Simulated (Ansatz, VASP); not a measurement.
## Nb3Tl in VASP and in Ansatz

```xyz
8
Lattice="5.2780 0.0000 0.0000 0.0000 5.2780 0.0000 0.0000 0.0000 5.2780" Properties=species:S:1:pos:R:3 pbc="T T T"
Nb    1.3195    0.0000    2.6390
Nb    2.6390    3.9585    0.0000
Nb    3.9585    0.0000    2.6390
Nb    2.6390    1.3195    0.0000
Nb    0.0000    2.6390    3.9585
Nb    0.0000    2.6390    1.3195
Tl    0.0000    0.0000    0.0000
Tl    2.6390    2.6390    2.6390
```

Alike in both runs: task single point; functional r2SCAN; k mesh 6 × 6 × 6; no spin polarisation.

|  | VASP | Ansatz |
| --- | --- | --- |
| version | VASP 6.6.1 | Ansatz 0.2.0 |
| potentials or method | VASP PAW PBE potentials, release 64 (Nb_sv, Tl_d), cutoff 520 eV | PAW plane waves |
| occupations | fermi-dirac, width 0.1 eV | fermi-dirac |
| valence electrons in the cell | 104 | 104 |

```tsv
	VASP	Ansatz	Ansatz less VASP
gap on the k mesh at the Fermi level (eV)	none	none	-
pressure (GPa)	4.7	4.7	+0.07
```

VASP's potentials were made for PBE, not for r2SCAN. A gap of «none» marks a metal or a gap that the smearing closes.

Neither program's run includes spin-orbit coupling.
